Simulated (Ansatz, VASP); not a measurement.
**CdS in VASP and in Ansatz**

```
Cd S
1.0
     0.00000    2.93928    2.93928
     2.93928    0.00000    2.93928
     2.93928    2.93928    0.00000
Cd S
1 1
Direct
  0.00000 0.00000 0.00000
  0.25000 0.25000 0.25000
```

Alike in both runs: task single point; functional r2SCAN; k mesh 8 × 8 × 8; occupations gaussian, width 0.02 eV; no spin polarisation.

|  | VASP | Ansatz |
| --- | --- | --- |
| version | VASP 6.6.1 | Ansatz 0.2.0 |
| potentials or method | VASP PAW PBE potentials, release 64 (Cd, S), cutoff 520 eV | scalar-relativistic, plane waves, PAW |
| valence electrons in the cell | 18 | 26 |

Ansatz gave:

| Quantity | Value |
| --- | --- |
| gap on the k mesh at the Fermi level (eV) | 1.54 |
| least direct gap on the mesh (eV) | 1.54 |
| pressure (GPa) | 0.0 |

Question: Which values does VASP return?

Answer: gap on the k mesh at the Fermi level (eV): 1.54; least direct gap on the mesh (eV): 1.54; pressure (GPa): 0.3.

VASP's potentials were made for PBE, not for r2SCAN. VASP's potentials hold 18 valence electrons a cell and Ansatz's 26, so a difference there can come from the potentials and not from the codes.
